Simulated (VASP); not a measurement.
Here is a VASP 6.6.1 calculation.

The input INCAR:

```
SYSTEM = Sn
  ALGO = Normal
  EDIFF = 1E-7
  ENCUT = 520
  GGA = PE
  ISIF = 2
  ISMEAR = -1
  LASPH = .True.
  LCHARG = .False.
  LREAL = .False.
  LWAVE = .False.
  NBANDS = 13
  NELM = 60
  PREC = Accurate
  SIGMA = 0.05
```

File KPOINTS:

```
k-points
0
Gamma
  13 13 13
  0 0 0
```

POSCAR

```
Sn
1.0
    3.0918405419      0.0000000000      0.0000000000
    0.0000000000      3.0918405419      0.0000000000
    0.0000000000      0.0000000000      3.0918405419
Sn
1
Direct
    0.0000000000      0.0000000000      0.0000000000
```

Potentials or basis: VASP PAW PBE potentials, release 64 (Sn_d).

The run is started by

```console
$ cat potpaw_PBE.64/Sn_d/POTCAR > POTCAR
$ mpirun -np 1 vasp_std > vasp.out
```

Problem. Estimate the pressure.

Solution. -0.2 GPa.

Problem. Estimate the band gap on the k mesh.

Solution. Zero (band 7 reaches 12.13 eV, above the bottom of band 8 at 5.01 eV).

Caveat: spin-orbit coupling is left out, which moves the levels of the heavy elements.
